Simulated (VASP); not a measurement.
Here is a VASP 6.6.1 calculation.

INCAR

```
ALGO = Normal
EDIFF = 1E-8
ENCUT = 520
GGA = PE
ISIF = 2
ISMEAR = -1
LASPH = T
LCHARG = F
LEFG = T
LREAL = F
LWAVE = F
NBANDS = 16
NELM = 100
PREC = Accurate
SIGMA = 0.05
```

File KPOINTS:

```
k-points
0
Gamma
  13 13 12
```

The input POSCAR:

```
WC
1.0
    2.9101377242      0.0000000000      0.0000000000
   -1.4550688621      2.5202531977      0.0000000000
    0.0000000000      0.0000000000      2.8383987401
W C
1 1
Direct
    0.0000000000      0.0000000000      0.0000000000
    0.6666666667      0.3333333333      0.5000000000
```

Potentials or basis: VASP PAW PBE potentials, release 64 (W_sv, C).

Command:

```console
$ cat potpaw_PBE.64/W_sv/POTCAR potpaw_PBE.64/C/POTCAR > POTCAR
$ mpirun -np 1 vasp_std > vasp.out
```

Problem. Predict the pressure.

Solution. 5.4 GPa.

Problem. Estimate the band gap on the k mesh.

Solution. Zero (band 9 reaches 11.72 eV, above the bottom of band 10 at 10.45 eV).

Electric field gradients, principal values (V/Å²):
```csv
atom,least,middle,greatest (by size)
1 W,70.246,70.246,-140.492
2 C,-0.136,-0.137,0.273
```

Caveat: without QUAD_EFG the Cq values of the log hold for a quadrupole moment of 1 mb, not for the nuclei; spin-orbit coupling is left out, which moves the levels of the heavy elements.
